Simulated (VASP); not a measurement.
# Ni (P6/mmm) in VASP: a series of runs, part 2 of 2

VASP 6.6.1.

## 3. Single point, r2SCAN, collinear spin, ferromagnetic start

This run uses another cell than the first one, of 11.46 Å³/atom, 1.064 times its volume.

The input, POSCAR:

```
Ni
1.0
    2.3800177251      0.0000000000      0.0000000000
   -1.1900088625      2.0611558114      0.0000000000
    0.0000000000      0.0000000000      2.3366585249
Ni
1
Direct
    0.0000000000      0.0000000000      0.0000000000
```

The input, INCAR.step1:

```
  PREC = Accurate
  ENCUT = 520
  ISMEAR = 0
  SIGMA = 0.1
  LREAL = False
  LASPH = True
  NELM = 150
  ISPIN = 2
  MAGMOM = 0.84
  LMAXMIX = 4
  NBANDS = 15
  GGA = PE
  ALGO = Normal
  EDIFF = 1E-4
  LWAVE = True
  LCHARG = False
```

The input, INCAR.step2:

```
  PREC = Accurate
  ENCUT = 520
  EDIFF = 1E-6
  ISMEAR = 0
  SIGMA = 0.1
  LREAL = False
  LASPH = True
  NELM = 150
  ALGO = Normal
  ISIF = 2
  LWAVE = False
  LCHARG = True
  ISPIN = 2
  MAGMOM = 0.84
  LORBIT = 11
  LMAXMIX = 4
  METAGGA = R2SCAN
  LMIXTAU = True
  LELF = True
  LVHAR = True
  NBANDS = 15
  ISTART = 1
```

The input, KPOINTS:

```
regular mesh
0
Gamma
  9 9 8
```

Potentials or basis: VASP PAW PBE potentials, release 64 (Ni).

On the command line:

```console
> cat potpaw_PBE.64/Ni/POTCAR > POTCAR
> cp INCAR.step1 INCAR
> mpirun -np 1 vasp_std > vasp.out
> cp INCAR.step2 INCAR
> mpirun -np 1 vasp_std > vasp.out
```

OUTCAR:

```text
PREC = Accurate
   ENCUT = 520
   EDIFF = 1E-6
   ISMEAR = 0
   LREAL = False
   LASPH = True
   NELM = 150
   ISIF = 2
   ISPIN = 2
   LORBIT = 11
   METAGGA = R2SCAN
   ISTART = 1

 ion  position               nearest neighbor table
   1  0.000  0.000  0.000-

  LATTYP: Found a hexagonal cell.
 ALAT       =     2.3800177251
 C/A-ratio  =     0.9817819843

  Lattice vectors:

 A1 = (   2.3800177251,   0.0000000000,   0.0000000000)
 A2 = (  -1.1900088625,   2.0611558114,   0.0000000000)
 A3 = (   0.0000000000,   0.0000000000,   2.3366585249)

Analysis of symmetry for initial positions (statically):
=====================================================================
 Subroutine PRICEL returns:
 Original cell was already a primitive cell.

 Routine SETGRP: Setting up the symmetry group for a
 hexagonal supercell.

 Subroutine GETGRP returns: Found 24 space group operations
 (whereof 24 operations were pure point group operations)
 out of a pool of 24 trial point group operations.

The static configuration has the point symmetry D_6h.

[... 629 lines left out ...]
     10      37.2824      0.00000
     11      37.2825      0.00000
     12      39.2319      0.00000
     13      39.2320      0.00000
     14      46.0314      0.00000
[... 403 lines left out ...]
      4       7.6775      1.00000
      5       7.6776      1.00000
      6      15.0303      0.00000
      7      15.0303      0.00000
      8      16.8584      0.00000
      9      34.5218      0.00000
     10      34.5218      0.00000
     11      38.8678      0.00000
     12      46.5132      0.00000
     13      46.5132      0.00000
     14      48.5084      0.00000
     15      51.7295      0.00000

 [... further k-points ...]

------------------------ aborting loop because EDIFF is reached ----------------------------------------

  FORCE on cell =-STRESS in cart. coord.  units (eV):
  Direction    XX          YY          ZZ          XY          YZ          ZX
  --------------------------------------------------------------------------------------
  -------------------------------------------------------------------------------------
  Total        0.0350625      0.0350625     -0.0059591      0.0000000     -0.0000000     -0.0000000
  in kB        4.9007968      4.9007968     -0.8329199      0.0000000     -0.0000000     -0.0000000
  external PRESSURE =       2.9895579 kB  Pullay stress =       0.0000000 kB

 VOLUME and BASIS-vectors are now :
 -----------------------------------------------------------------------------
  energy-cutoff  :      520.00
  volume of cell :       11.46
      direct lattice vectors                 reciprocal lattice vectors
     2.380017725  0.000000000  0.000000000     0.420164938  0.242582340  0.000000000
    -1.190008863  2.061155811  0.000000000     0.000000000  0.485164680  0.000000000
     0.000000000  0.000000000  2.336658525     0.000000000  0.000000000  0.427961548

 POSITION                                       TOTAL-FORCE (eV/Angst)
 -----------------------------------------------------------------------------------
      0.00000      0.00000      0.00000         0.000000      0.000000      0.000000
 -----------------------------------------------------------------------------------
    total drift:                                0.000000      0.000000      0.000000

  FREE ENERGIE OF THE ION-ELECTRON SYSTEM (eV)
  ---------------------------------------------------
  free  energy   TOTEN  =       -11.4981966845 eV

  energy  without entropy=      -11.4911486615  energy(sigma->0) =      -11.49467267

 total charge

# of ion       s       p       d       tot
------------------------------------------
    1        0.537   0.469   8.366   9.372

 magnetization (x)

# of ion       s       p       d       tot
------------------------------------------
    1       -0.012  -0.025   0.761   0.724
```

OUTCAR.step1:

```text
PREC = Accurate
   ENCUT = 520
   ISMEAR = 0
   LREAL = False
   LASPH = True
   NELM = 150
[... 1101 lines left out ...]

 POSITION                                       TOTAL-FORCE (eV/Angst)
 -----------------------------------------------------------------------------------
      0.00000      0.00000      0.00000        -0.000000      0.000000      0.000000
 -----------------------------------------------------------------------------------
    total drift:                                0.000000      0.000000      0.000000

  FREE ENERGIE OF THE ION-ELECTRON SYSTEM (eV)
  ---------------------------------------------------
  free  energy   TOTEN  =        -5.0643669200 eV

  energy  without entropy=       -5.0545212951  energy(sigma->0) =       -5.05944411
```

It took 32 s on 1 thread of Intel Xeon 6975P-C (Granite Rapids), shared host; peak memory 0.13 GiB.

What came out:

| Quantity | Value |
| --- | --- |
| Free energy | -11.4982 eV |
| Pressure | 0.3 GPa |
| Net moment | 0.71 μB per cell |
| Site moments | Ni +0.72 μB |
| Valence electrons inside the program's atomic spheres | Ni 9.37 |

Caveat: the PAW data sets were made with another functional, which shifts forces and pressure a little.

## 4. Single point, r2SCAN, collinear spin, ferromagnetic start

This run uses another cell than the first one: it holds 3 atoms, not 1.

The input, POSCAR:

```
Ni
1.0
    3.9411450494      0.0000000000      0.0000000000
   -1.9705725247      3.4131317327      0.0000000000
    0.0000000000      0.0000000000      2.3972105666
Ni
3
Direct
    0.0000000000      0.0000000000      0.0000000000
    0.3333333333      0.6666666667      0.5000000000
    0.6666666667      0.3333333333      0.5000000000
```

The input, INCAR.step1:

```
ALGO = Normal ; EDIFF = 1E-4
ENCUT = 520 ; GGA = PE
ISMEAR = 0 ; ISPIN = 2
LASPH = T ; LCHARG = F
LMAXMIX = 4 ; LREAL = F
LWAVE = T ; MAGMOM = 0.92 0.91 0.91
NBANDS = 26 ; NELM = 150
PREC = Accurate ; SIGMA = 0.1
```

The input, INCAR.step2:

```
ALGO = Normal ; EDIFF = 1E-7
ENCUT = 520 ; ISIF = 2
ISMEAR = 0 ; ISPIN = 2
ISTART = 1 ; LASPH = T
LCHARG = F ; LMAXMIX = 4
LMIXTAU = T ; LORBIT = 11
LREAL = F ; LWAVE = F
MAGMOM = 0.92 0.91 0.91 ; METAGGA = R2SCAN
NBANDS = 26 ; NELM = 150
PREC = Accurate ; SIGMA = 0.1
```

The input, KPOINTS:

```
k-points
0
Gamma
  6 6 6
```

Potentials or basis: VASP PAW PBE potentials, release 64 (Ni).

On the command line:

```console
> cat potpaw_PBE.64/Ni/POTCAR > POTCAR
> cp INCAR.step1 INCAR
> mpirun -np 1 vasp_std > vasp.out
> cp INCAR.step2 INCAR
> mpirun -np 1 vasp_std > vasp.out
```

OUTCAR:

```text
EDIFF = 1E-7
   ENCUT = 520
   ISIF = 2
   ISMEAR = 0
   ISPIN = 2
   ISTART = 1
   LASPH = T
   LORBIT = 11
   LREAL = F
   METAGGA = R2SCAN
   NELM = 150
   PREC = Accurate

 ion  position               nearest neighbor table
   1  0.000  0.000  0.000-   2 2.57   3 2.57   2 2.57   3 2.57   2 2.57   2 2.57   3 2.57   3 2.57
                             3 2.57   3 2.57   2 2.57   2 2.57
   2  0.333  0.667  0.500-   3 2.28   3 2.28   3 2.28   1 2.57   1 2.57   1 2.57   1 2.57   1 2.57
                             1 2.57
   3  0.667  0.333  0.500-   2 2.28   2 2.28   2 2.28   1 2.57   1 2.57   1 2.57   1 2.57   1 2.57
                             1 2.57

  LATTYP: Found a hexagonal cell.
[... 1620 lines left out ...]
  volume of cell :       32.25
      direct lattice vectors                 reciprocal lattice vectors
     3.941145049  0.000000000  0.000000000     0.253733366  0.146493027  0.000000000
    -1.970572525  3.413131733  0.000000000     0.000000000  0.292986055  0.000000000
     0.000000000  0.000000000  2.397210567     0.000000000  0.000000000  0.417151507

 POSITION                                       TOTAL-FORCE (eV/Angst)
 -----------------------------------------------------------------------------------
      0.00000      0.00000      0.00000         0.000000      0.000000      0.000000
     -0.00000      2.27542      1.19861         0.000000     -0.000000      0.000000
      1.97057      1.13771      1.19861        -0.000000      0.000000     -0.000000
 -----------------------------------------------------------------------------------
    total drift:                               -0.000000      0.000000      0.000000

  FREE ENERGIE OF THE ION-ELECTRON SYSTEM (eV)
  ---------------------------------------------------
  free  energy   TOTEN  =       -35.4302611949 eV

  energy  without entropy=      -35.4144752677  energy(sigma->0) =      -35.42236823

 total charge

# of ion       s       p       d       tot
------------------------------------------
    1        0.502   0.517   8.300   9.319
    2        0.536   0.538   8.345   9.420
    3        0.536   0.538   8.345   9.420
--------------------------------------------------
tot          1.574   1.593  24.991  28.158

 magnetization (x)

# of ion       s       p       d       tot
------------------------------------------
    1       -0.003  -0.040   0.806   0.763
    2       -0.009  -0.041   0.827   0.777
    3       -0.009  -0.041   0.827   0.777
--------------------------------------------------
tot         -0.021  -0.122   2.460   2.318
```

OUTCAR.step1:

```text
EDIFF = 1E-4
   ENCUT = 520
   GGA = PE
   ISMEAR = 0
[... 1643 lines left out ...]
      0.00000      0.00000      0.00000         0.000000      0.000000      0.000000
     -0.00000      2.27542      1.19861        -0.000000      0.000000      0.000000
      1.97057      1.13771      1.19861         0.000000     -0.000000     -0.000000
 -----------------------------------------------------------------------------------
    total drift:                               -0.000000      0.000000      0.000000

  FREE ENERGIE OF THE ION-ELECTRON SYSTEM (eV)
  ---------------------------------------------------
  free  energy   TOTEN  =       -16.0280564262 eV

  energy  without entropy=      -15.9955559713  energy(sigma->0) =      -16.01180620
```

It took 3.6 min on 1 thread of Intel Xeon 6975P-C (Granite Rapids), shared host; peak memory 0.18 GiB.

Results:

```
Free energy                                           : -35.4303 eV
Pressure                                              : 0.4 GPa
Net moment                                            : 2.26 μB per cell
Site moments                                          : Ni +0.76, +0.78 μB
Valence electrons inside the program's atomic spheres : Ni 9.32, 9.42
```

Stress tensor (GPa, compression positive):
```
0.31 0.00 0.00
0.00 0.31 0.00
0.00 0.00 0.46
```

Caveat: the k points lie up to 0.44 Å⁻¹ apart; the PAW data sets were made with another functional, which shifts forces and pressure a little.

## 5. The runs side by side

```tsv
cell	k mesh	gap on the mesh (eV)	pressure (GPa)	moment (μB)
a = 2.370, b = 2.370, c = 2.214 Å, angles 90.0, 90.0, 120.0°, 1 atom	9 × 9 × 8	none	12.7	0.69
a = 2.380, b = 2.380, c = 2.337 Å, angles 90.0, 90.0, 120.0°, 1 atom	9 × 9 × 8	none	0.3	0.71
a = 3.941, b = 3.941, c = 2.397 Å, angles 90.0, 90.0, 120.0°, 3 atoms	6 × 6 × 6	none	0.4	2.26
```

Alike in all rows: task single point; level r2SCAN; potentials or basis VASP PAW PBE potentials, release 64 (Ni); spin collinear, ferromagnetic start; cutoff (eV) 520; smearing gaussian 0.1 eV.

Caveats: some runs use coarse meshes; the PAW data sets were made with another functional, which shifts forces and pressure a little.

Absolute energies hang on the potentials; compare differences alone.
